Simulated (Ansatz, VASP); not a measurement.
**GaS3 in VASP and in Ansatz**

```
Ga S
1.0
     5.92072    0.00000    0.00000
    -2.96036    5.12749    0.00000
     0.00000    0.00000    6.30393
Ga S
2 6
Direct
  0.33333 0.66667 0.25000
  0.66667 0.33333 0.75000
  0.94904 0.29113 0.25000
  0.65791 0.94904 0.75000
  0.70887 0.65791 0.25000
  0.05096 0.70887 0.75000
  0.34209 0.05096 0.25000
  0.29113 0.34209 0.75000
```

Alike in both runs: functional r2SCAN; k mesh 6 × 6 × 5; no spin polarisation.

Ansatz relaxed the structure, and its values are those at the end. VASP's run is a single point on that final structure, the one shown.

```csv
,VASP,Ansatz
version,VASP 6.6.1,Ansatz 0.2.0
potentials or method,"VASP PAW PBE potentials, release 64 (Ga_d, S), cutoff 550 eV",PAW plane waves
occupations,"fermi-dirac, width 0.1 eV",fermi-dirac
valence electrons in the cell,62,62
```

```csv
,VASP,Ansatz,Ansatz less VASP
pressure (GPa),-5.1,-5.1,+0.01
rms of the force components (eV/Å),0.010,0.006,-0.0041
```

VASP's potentials were made for PBE, not for r2SCAN. Ansatz's warnings: stress scf threshold loose, structure snapped to symmetry.
